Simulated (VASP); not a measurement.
# Ru16N in VASP: notebook

The runs below take Ru16N through single point, with PBE.

Program: VASP 6.6.1. These are calculated values, not measurements. Logs are shortened: lines on timing, memory, paths and dates and some standing lists are left out, and cuts for length are marked.

### Step 1. The cell of the first run

The cell holds a slab with vacuum, 17 atoms: a = 5.440 Å, b = 5.440 Å, c = 21.866 Å, α = 90.00°, β = 90.00°, γ = 120.00°.

### Step 2. Single point, PBE

INCAR reads:

```
ALGO = Normal
DIPOL = 0.5 0.5 0.341
EDIFF = 1E-6
ENCUT = 520
GGA = PE
IDIPOL = 3
ISIF = 2
ISMEAR = 0
LASPH = T
LCHARG = F
LDIPOL = T
LREAL = Auto
LWAVE = F
NBANDS = 128
NELM = 80
PREC = Accurate
SIGMA = 0.1
```

KPOINTS reads:

```
k-points
0
Gamma
  6 6 1
```

POSCAR reads:

```
Ru16N
1.0
    5.4395954924      0.0000000000      0.0000000000
   -2.7197977462      4.7108278828      0.0000000000
    0.0000000000      0.0000000000     21.8663388573
Ru N
16 1
Direct
    0.3333333333      0.1666666667      0.1829295716
    0.3333333333      0.6666666667      0.1829295716
    0.8333333333      0.1666666667      0.1829295716
    0.8333333333      0.6666666667      0.1829295716
    0.1666666667      0.3333333333      0.2811778378
    0.1666666667      0.8333333333      0.2811778378
    0.6666666667      0.3333333333      0.2811778378
    0.6666666667      0.8333333333      0.2811778378
    0.3333333333      0.1666666667      0.3790816283
    0.3333333333      0.6666666667      0.3790816283
    0.8333333333      0.1666666667      0.3790816283
    0.8333333333      0.6666666667      0.3790816283
    0.1666666667      0.3333333333      0.4740774816
    0.1666666667      0.8333333333      0.4740774816
    0.6666666667      0.3333333333      0.4740774816
    0.6666666667      0.8333333333      0.4740774816
    0.5000000000      0.5000000000      0.5269575253
```

Potentials or basis: VASP PAW PBE potentials, release 64 (Ru_pv, N).

The run is started by

```console
$ cat potpaw_PBE.64/Ru_pv/POTCAR potpaw_PBE.64/N/POTCAR > POTCAR
$ mpirun -np 1 vasp_std > vasp.out
```

OUTCAR:

```text
EDIFF = 1E-6
   ENCUT = 520
   GGA = PE
   ISIF = 2
   ISMEAR = 0
   LASPH = T
   LREAL = Auto
   NELM = 80
   PREC = Accurate

 ion  position               nearest neighbor table
   1  0.333  0.167  0.183-   5 2.66   7 2.66   6 2.66   3 2.72   3 2.72   2 2.72   2 2.72   4 2.72
                             4 2.72
   2  0.333  0.667  0.183-   6 2.66   8 2.66   5 2.66   4 2.72   4 2.72   3 2.72   1 2.72   1 2.72
                             3 2.72
   3  0.833  0.167  0.183-   7 2.66   5 2.66   8 2.66   1 2.72   1 2.72   2 2.72   4 2.72   4 2.72
                             2 2.72
   4  0.833  0.667  0.183-   8 2.66   6 2.66   7 2.66   2 2.72   2 2.72   1 2.72   3 2.72   3 2.72
                             1 2.72
   5  0.167  0.333  0.281-   9 2.65  11 2.65  10 2.65   1 2.66   3 2.66   2 2.66   7 2.72   7 2.72
                             6 2.72   6 2.72   8 2.72   8 2.72
   6  0.167  0.833  0.281-  10 2.65  12 2.65   9 2.65   2 2.66   4 2.66   1 2.66   8 2.72   8 2.72
                             7 2.72   5 2.72   5 2.72   7 2.72
   7  0.667  0.333  0.281-  11 2.65   9 2.65  12 2.65   3 2.66   1 2.66   4 2.66   5 2.72   5 2.72
                             6 2.72   8 2.72   8 2.72   6 2.72
   8  0.667  0.833  0.281-  12 2.65  10 2.65  11 2.65   4 2.66   2 2.66   3 2.66   6 2.72   6 2.72
                             5 2.72   7 2.72   7 2.72   5 2.72
   9  0.333  0.167  0.379-  13 2.60  15 2.60  14 2.60   5 2.65   7 2.65   6 2.65  11 2.72  11 2.72
                            10 2.72  10 2.72  12 2.72  12 2.72
  10  0.333  0.667  0.379-  14 2.60  16 2.60  13 2.60   6 2.65   8 2.65   5 2.65  12 2.72  12 2.72
                            11 2.72   9 2.72   9 2.72  11 2.72
  11  0.833  0.167  0.379-  15 2.60  13 2.60  16 2.60   7 2.65   5 2.65   8 2.65   9 2.72   9 2.72
                            10 2.72  12 2.72  12 2.72  10 2.72
  12  0.833  0.667  0.379-  16 2.60  14 2.60  15 2.60   8 2.65   6 2.65   7 2.65  10 2.72  10 2.72
                             9 2.72  11 2.72  11 2.72   9 2.72
  13  0.167  0.333  0.474-  17 1.95   9 2.60  11 2.60  10 2.60  15 2.72  15 2.72  14 2.72  14 2.72
                            16 2.72  16 2.72
  14  0.167  0.833  0.474-  10 2.60  12 2.60   9 2.60  16 2.72  16 2.72  13 2.72  13 2.72  15 2.72
                            15 2.72
  15  0.667  0.333  0.474-  17 1.95  11 2.60   9 2.60  12 2.60  13 2.72  13 2.72  14 2.72  16 2.72
                            16 2.72  14 2.72
  16  0.667  0.833  0.474-  17 1.95  12 2.60  10 2.60  11 2.60  14 2.72  14 2.72  13 2.72  15 2.72
                            15 2.72  13 2.72
  17  0.500  0.500  0.527-  13 1.95  16 1.95  15 1.95

  LATTYP: Found a hexagonal cell.
 ALAT       =     5.4395954924
 C/A-ratio  =     4.0198464919

  Lattice vectors:

 A1 = (   5.4395954924,   0.0000000000,   0.0000000000)
 A2 = (  -2.7197977462,   4.7108278828,   0.0000000000)
 A3 = (   0.0000000000,   0.0000000000,  21.8663388573)

Analysis of symmetry for initial positions (statically):
=====================================================================
 Subroutine PRICEL returns:
 Original cell was already a primitive cell.

 Routine SETGRP: Setting up the symmetry group for a
 hexagonal supercell.

 Subroutine GETGRP returns: Found  6 space group operations
 (whereof  2 operations were pure point group operations)
[... 157 lines left out ...]
   AEXX    =    0.0000 exact exchange contribution
   IVDW    =     0    specifies the selected vdW correction
   LEPSILON=     F    determine dielectric tensor
   LRPA    =     F    only Hartree local field effects (RPA)
 non-spin polarized calculation
 Gauss-broadening in eV      SIGMA  =   0.10
  energy-cutoff  :      520.00
  volume of cell :      560.32
 maximum number of plane-waves:     15122
   NGX = 21   NGY = 21   NGZ = 81

 dipolmoment           0.000000      0.000000     -1.216066 electrons x Angstroem

 number of electron     229.0000081 magnetization

 dipolmoment           0.000000      0.000000      0.056082 electrons x Angstroem

 Free energy of the ion-electron system (eV)
  ---------------------------------------------------
  ext. energy  EPLUGINS =         0.00000000
  ---------------------------------------------------
  free energy    TOTEN  =      -147.66169935 eV

  energy without entropy =     -147.55766041  energy(sigma->0) =     -147.60967988

 E-fermi :   2.0021     XC(G=0):  -6.5080

 val. band max:        1.9730165924   @ k =   0.1667   0.1667   0.0000
 cond. band min:       2.0039873766   @ k =   0.5000   0.0000   0.0000
 fundamental gap:      0.0309707842
 Fermi energy:         2.0020816181

 k-point     1 :       0.0000    0.0000    0.0000
  band No.  band energies     occupation
      1     -41.7207      2.00000
      2     -41.6553      2.00000
      3     -41.6277      2.00000
      4     -41.6221      2.00000
      5     -41.6221      2.00000
      6     -41.5775      2.00000
[... 892 lines left out ...]
    125       2.7159      0.00000
    126       2.7766      0.00000
 [bands above 126 left out]

------------------------ aborting loop because EDIFF is reached ----------------------------------------

 vacuum level on the upper side and lower side of the slab       (xc-potential included)         0.189        -0.197

  FORCE on cell =-STRESS in cart. coord.  units (eV):
  Direction    XX          YY          ZZ          XY          YZ          ZX
  --------------------------------------------------------------------------------------
  -------------------------------------------------------------------------------------
  Total       -8.7436854     -8.7436854     -0.0942282      0.0000000     -0.0000000      0.0000000
  in kB      -25.0014496    -25.0014496     -0.2694334      0.0000000     -0.0000000      0.0000000
  external PRESSURE =     -16.7574442 kB  Pullay stress =       0.0000000 kB

 VOLUME and BASIS-vectors are now :
 -----------------------------------------------------------------------------
  energy-cutoff  :      520.00
  volume of cell :      560.32
      direct lattice vectors                 reciprocal lattice vectors
     5.439595492  0.000000000  0.000000000     0.183837199  0.106138456  0.000000000
    -2.719797746  4.710827883  0.000000000     0.000000000  0.212276913  0.000000000
     0.000000000  0.000000000 21.866338857     0.000000000  0.000000000  0.045732393

 POSITION                                       TOTAL-FORCE (eV/Angst)
 -----------------------------------------------------------------------------------
      1.35990      0.78514      4.00000        -0.000000     -0.051662      0.741818
     -0.00000      3.14055      4.00000        -0.044741      0.025831      0.741818
      4.07970      0.78514      4.00000        -0.000000      0.000000      0.547705
      2.71980      3.14055      4.00000         0.044741      0.025831      0.741818
      0.00000      1.57028      6.14833        -0.096114     -0.055492     -0.658510
     -1.35990      3.92569      6.14833        -0.000000      0.000000     -0.816719
[... 9 lines left out ...]
      1.35990      3.92569     10.36634         0.000000      0.370602      1.042623
      1.35990      2.35541     11.52263        -0.000000      0.000000      0.038442
 -----------------------------------------------------------------------------------
    total drift:                                0.000000     -0.000001      0.025502

  FREE ENERGIE OF THE ION-ELECTRON SYSTEM (eV)
  ---------------------------------------------------
  free  energy   TOTEN  =      -147.6616993451 eV

  energy  without entropy=     -147.5576604141  energy(sigma->0) =     -147.60967988

 vacuum level on the upper side and lower side of the slab         7.353         6.975
```

OSZICAR:

```text
N       E                     dE             d eps       ncg     rms          rms(c)
DAV:   1     0.256767784174E+04    0.25677E+04   -0.14326E+05  2248   0.172E+03
DAV:   2    -0.317864438454E+02   -0.25995E+04   -0.25399E+04  1928   0.510E+02
DAV:   3    -0.152114154977E+03   -0.12033E+03   -0.11653E+03  2696   0.914E+01
[... 29 lines left out ...]
DAV:  33    -0.147661690347E+03   -0.17628E-04   -0.16762E-06  1320   0.240E-03    0.415E-03
DAV:  34    -0.147661696640E+03   -0.62928E-05   -0.85611E-07  1208   0.231E-03    0.328E-03
DAV:  35    -0.147661697996E+03   -0.13556E-05   -0.19130E-07  1056   0.100E-03    0.297E-03
DAV:  36    -0.147661699011E+03   -0.10149E-05   -0.15525E-07  1064   0.688E-04    0.242E-03
DAV:  37    -0.147661699345E+03   -0.33446E-06   -0.83681E-08  1048   0.662E-04
   1 F= -.14766170E+03 E0= -.14760968E+03  d E =-.104039E+00
```

It took 26 min on 1 thread of Intel Xeon Platinum 8259CL at 2.50GHz (Skylake/Cascade Lake), shared host; peak memory 0.75 GiB.

Results:

- Free energy: -147.6617 eV
- Largest force: 1.303 eV/Å
- Band gap on the k mesh: zero (an odd number of electrons rules out a gap without spin polarisation)

Forces on the atoms (eV/Å):
```
Ru   0.000 -0.052  0.742
Ru  -0.045  0.026  0.742
Ru   0.000  0.000  0.548
Ru   0.045  0.026  0.742
Ru  -0.096 -0.055 -0.659
Ru   0.000  0.000 -0.817
Ru   0.096 -0.055 -0.659
Ru   0.000  0.111 -0.659
Ru   0.000 -0.188 -0.528
Ru  -0.163  0.094 -0.528
Ru   0.000  0.000 -1.303
Ru   0.163  0.094 -0.528
Ru  -0.321 -0.185  1.043
Ru   0.000  0.000 -0.261
Ru   0.321 -0.185  1.043
Ru   0.000  0.371  1.043
N    0.000  0.000  0.038
```

Levels at points of the mesh, in eV from the Fermi level:
```tsv
k point	band 110	band 111	band 112	band 113	band 114	band 115	band 116	band 117	band 118	band 119
(0.00, 0.00, 0.00)	0.12	0.50	0.55	0.55	0.87	0.88	0.88	1.05	1.05	1.20
(0.50, 0.00, 0.00)	-0.68	-0.68	-0.65	-0.58	-0.44	-0.42	-0.24	-0.15	0.00	0.06
```

### Step 3. Single point, PBE

INCAR reads:

```
ALGO = Normal ; DIPOL = 0.5 0.5 0.342
EDIFF = 1E-7 ; ENCUT = 520
GGA = PE ; IDIPOL = 3
ISIF = 2 ; ISMEAR = 0
LASPH = T ; LCHARG = F
LDIPOL = T ; LREAL = Auto
LWAVE = F ; NBANDS = 128
NELM = 100 ; PREC = Accurate
SIGMA = 0.1
```

KPOINTS is that of step 2.

POSCAR, as its differences from that of step 2:

```diff
@@ -24,2 +24,2 @@
     0.6666666667      0.8333333333      0.4740774816
-    0.5000000000      0.5000000000      0.5269575253
+    0.1666666667      0.3333333333      0.5514048059
```

Potentials or basis: VASP PAW PBE potentials, release 64 (Ru_pv, N).

The run is started by

```console
$ cat potpaw_PBE.64/Ru_pv/POTCAR potpaw_PBE.64/N/POTCAR > POTCAR
$ mpirun -np 1 vasp_std > vasp.out
```

Run time: 58 min. Hardware: 1 thread of Intel Xeon 8259CL, shared host; peak memory 0.76 GiB.

The run converged. Its results:

```
Free energy            : -146.4111 eV
Largest force          : 2.068 eV/Å
Band gap on the k mesh : zero (an odd number of electrons rules out a gap without spin polarisation)
```

Forces on the atoms (eV/Å):
```
Ru   0.003 -0.002  0.510
Ru   0.000  0.003  0.510
Ru  -0.003 -0.002  0.510
Ru   0.000  0.000  0.829
Ru   0.000  0.000 -0.366
Ru  -0.105 -0.061 -0.583
Ru   0.000  0.122 -0.583
Ru   0.105 -0.061 -0.583
Ru   0.178 -0.103 -0.525
Ru   0.000  0.205 -0.525
Ru  -0.178 -0.103 -0.525
Ru   0.000  0.000 -0.412
Ru   0.000  0.000  2.068
Ru   0.078  0.045 -0.156
Ru   0.000 -0.090 -0.156
Ru  -0.078  0.045 -0.156
N    0.000  0.000  0.144
```

Levels at points of the mesh, in eV from the Fermi level:
| k point | band 111 | band 112 | band 113 | band 114 | band 115 | band 116 | band 117 | band 118 | band 119 | band 120 |
| --- | --- | --- | --- | --- | --- | --- | --- | --- | --- | --- |
| (0.00, 0.00, 0.00) | 0.25 | 0.50 | 0.78 | 0.78 | 1.03 | 1.03 | 1.07 | 1.07 | 1.19 | 1.19 |
| (0.50, 0.00, 0.00) | -0.68 | -0.63 | -0.58 | -0.50 | -0.37 | -0.18 | -0.16 | -0.07 | 0.07 | 0.09 |

### Step 4. Single point, PBE

INCAR reads:

```
SYSTEM = Ru16N
ALGO = Normal
DIPOL = 0.5 0.5 0.341
EDIFF = 1E-7
ENCUT = 520
GGA = PE
IDIPOL = 3
ISIF = 2
ISMEAR = 0
LASPH = .True.
LCHARG = .False.
LDIPOL = .True.
LREAL = Auto
LWAVE = .False.
NBANDS = 128
NELM = 60
PREC = Accurate
SIGMA = 0.1
```

KPOINTS reads:

```
k-points
0
Gamma
  6 6 1
  0 0 0
```

POSCAR, as its differences from that of step 3:

```diff
@@ -24,2 +24,2 @@
     0.6666666667      0.8333333333      0.4740774816
-    0.1666666667      0.3333333333      0.5514048059
+    0.3333333333      0.6666666667      0.5245077440
```

Potentials or basis: VASP PAW PBE potentials, release 64 (Ru_pv, N).

The run is started by

```console
$ cat potpaw_PBE.64/Ru_pv/POTCAR potpaw_PBE.64/N/POTCAR > POTCAR
$ mpirun -np 1 vasp_std > vasp.out
```

OUTCAR:

```text
SYSTEM = Ru16N
   EDIFF = 1E-7
   ENCUT = 520
   GGA = PE
   ISIF = 2
   ISMEAR = 0
   LASPH = .True.
   LREAL = Auto
   NELM = 60
   PREC = Accurate

 ion  position               nearest neighbor table
   1  0.333  0.167  0.183-   5 2.66   7 2.66   6 2.66   3 2.72   3 2.72   2 2.72   2 2.72   4 2.72
                             4 2.72
   2  0.333  0.667  0.183-   6 2.66   8 2.66   5 2.66   4 2.72   4 2.72   3 2.72   1 2.72   1 2.72
                             3 2.72
   3  0.833  0.167  0.183-   7 2.66   5 2.66   8 2.66   1 2.72   1 2.72   2 2.72   4 2.72   4 2.72
                             2 2.72
   4  0.833  0.667  0.183-   8 2.66   6 2.66   7 2.66   2 2.72   2 2.72   1 2.72   3 2.72   3 2.72
                             1 2.72
   5  0.167  0.333  0.281-   9 2.65  11 2.65  10 2.65   1 2.66   3 2.66   2 2.66   7 2.72   7 2.72
                             6 2.72   6 2.72   8 2.72   8 2.72
   6  0.167  0.833  0.281-  10 2.65  12 2.65   9 2.65   2 2.66   4 2.66   1 2.66   8 2.72   8 2.72
                             7 2.72   5 2.72   5 2.72   7 2.72
   7  0.667  0.333  0.281-  11 2.65   9 2.65  12 2.65   3 2.66   1 2.66   4 2.66   5 2.72   5 2.72
                             6 2.72   8 2.72   8 2.72   6 2.72
   8  0.667  0.833  0.281-  12 2.65  10 2.65  11 2.65   4 2.66   2 2.66   3 2.66   6 2.72   6 2.72
                             5 2.72   7 2.72   7 2.72   5 2.72
   9  0.333  0.167  0.379-  13 2.60  15 2.60  14 2.60   5 2.65   7 2.65   6 2.65  11 2.72  11 2.72
[... 1131 lines left out ...]

  FORCE on cell =-STRESS in cart. coord.  units (eV):
  Direction    XX          YY          ZZ          XY          YZ          ZX
  --------------------------------------------------------------------------------------
  -------------------------------------------------------------------------------------
  Total       -7.0228294     -7.0228294     -2.3112059     -0.0000000      0.0000000      0.0000000
  in kB      -20.0808821    -20.0808821     -6.6085976     -0.0000000      0.0000000      0.0000000
  external PRESSURE =     -15.5901206 kB  Pullay stress =       0.0000000 kB

 VOLUME and BASIS-vectors are now :
 -----------------------------------------------------------------------------
  energy-cutoff  :      520.00
  volume of cell :      560.32
      direct lattice vectors                 reciprocal lattice vectors
     5.439595492  0.000000000  0.000000000     0.183837199  0.106138456  0.000000000
    -2.719797746  4.710827883  0.000000000     0.000000000  0.212276913  0.000000000
     0.000000000  0.000000000 21.866338857     0.000000000  0.000000000  0.045732393

 POSITION                                       TOTAL-FORCE (eV/Angst)
 -----------------------------------------------------------------------------------
      1.35990      0.78514      4.00000         0.060314      0.034822      0.771671
     -0.00000      3.14055      4.00000         0.000000      0.000000      0.538005
      4.07970      0.78514      4.00000        -0.060314      0.034822      0.771671
      2.71980      3.14055      4.00000        -0.000000     -0.069644      0.771671
      0.00000      1.57028      6.14833         0.000000      0.026427     -0.607739
     -1.35990      3.92569      6.14833         0.022887     -0.013214     -0.607739
[... 9 lines left out ...]
      1.35990      3.92569     10.36634         1.084090      0.625900      0.501626
     -0.00000      3.14055     11.46906         0.000000      0.000000      0.055061
 -----------------------------------------------------------------------------------
    total drift:                                0.000000     -0.000001      0.026672

  FREE ENERGIE OF THE ION-ELECTRON SYSTEM (eV)
  ---------------------------------------------------
  free  energy   TOTEN  =      -148.2578339986 eV

  energy  without entropy=     -148.1355913408  energy(sigma->0) =     -148.19671267

 vacuum level on the upper side and lower side of the slab         7.276         7.003
```

Wall time 47 min (1 thread of Intel Xeon 8259CL, shared host); peak memory 0.76 GiB.

Results:

```yaml
Free_energy: -148.2578 eV
Largest_force: 1.740 eV/Å
Band_gap_on_the_k_mesh: zero (an odd number of electrons rules out a gap without spin polarisation)
```

Forces on the atoms (eV/Å):
```
Ru   0.060  0.035  0.772
Ru   0.000  0.000  0.538
Ru  -0.060  0.035  0.772
Ru   0.000 -0.070  0.772
Ru   0.000  0.026 -0.608
Ru   0.023 -0.013 -0.608
Ru   0.000  0.000 -1.740
Ru  -0.023 -0.013 -0.608
Ru  -0.047 -0.027  0.169
Ru   0.000  0.000 -0.995
Ru   0.047 -0.027  0.169
Ru   0.000  0.054  0.169
Ru   0.000 -1.252  0.502
Ru  -1.084  0.626  0.502
Ru   0.000  0.000 -0.361
Ru   1.084  0.626  0.502
N    0.000  0.000  0.055
```

### Step 5. Overview

```tsv
cell	gap on the mesh (eV)	largest force (eV/Å)
as given, atomic positions A	none	1.30
as given, atomic positions B	none	2.07
as given, atomic positions C	none	1.74
```

Alike in all rows: task single point; level PBE; potentials or basis VASP PAW PBE potentials, release 64 (Ru_pv, N); no spin polarisation; k mesh 6 × 6 × 1; cutoff (eV) 520; smearing gaussian 0.1 eV.

Absolute energies hang on the potentials; compare differences alone.
